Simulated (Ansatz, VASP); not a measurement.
**One calculation of TaN, two programs**

```
CELL_PARAMETERS angstrom
3.05000 0.00000 0.00000
-1.52500 2.64138 0.00000
0.00000 0.00000 5.02645
ATOMIC_POSITIONS crystal
Ta 0.33333 0.66667 0.00000
Ta 0.66667 0.33333 0.50000
N 0.33333 0.66667 0.38500
N 0.66667 0.33333 0.88500
```

Change from the starting cell: strain +0.0175 x Voigt [0, 0, 1, 0, 0, 0], atoms carried along.

Alike in both runs: task single point; functional PBEsol; k mesh 18 × 18 × 10; occupations gaussian, width 0.15 eV; no spin polarisation.

```csv
,VASP,Ansatz
version,VASP 6.6.1,Ansatz 0.2.0
potentials or method,"VASP PAW PBE potentials, release 64 (Ta_pv, N), cutoff 520 eV","scalar-relativistic, plane waves, PAW"
valence electrons in the cell,32,36
```

|  | VASP | Ansatz | Ansatz less VASP |
| --- | --- | --- | --- |
| gap on the k mesh at the Fermi level (eV) | none | none | - |
| pressure (GPa) | 118.4 | 115.3 | -3.12 |
| traceless stress, the component that is largest in VASP (GPa) | -21.89 | -21.34 | +0.556 |
| rms of the force components (eV/Å) | 1.810 | 1.774 | -0.0363 |

VASP's potentials were made for PBE, not for PBEsol. Atom by atom the forces differ by 0.036 eV/Å (rms over components). A gap of «none» marks a metal or a gap that the smearing closes. Both programs put the cell under a high pressure, so it lies far from rest at this level. VASP's potentials hold 32 valence electrons a cell and Ansatz's 36, so a difference there can come from the potentials and not from the codes.

Spin-orbit coupling is off throughout. Noted on VASP's run: the cell as given lies far from equilibrium.
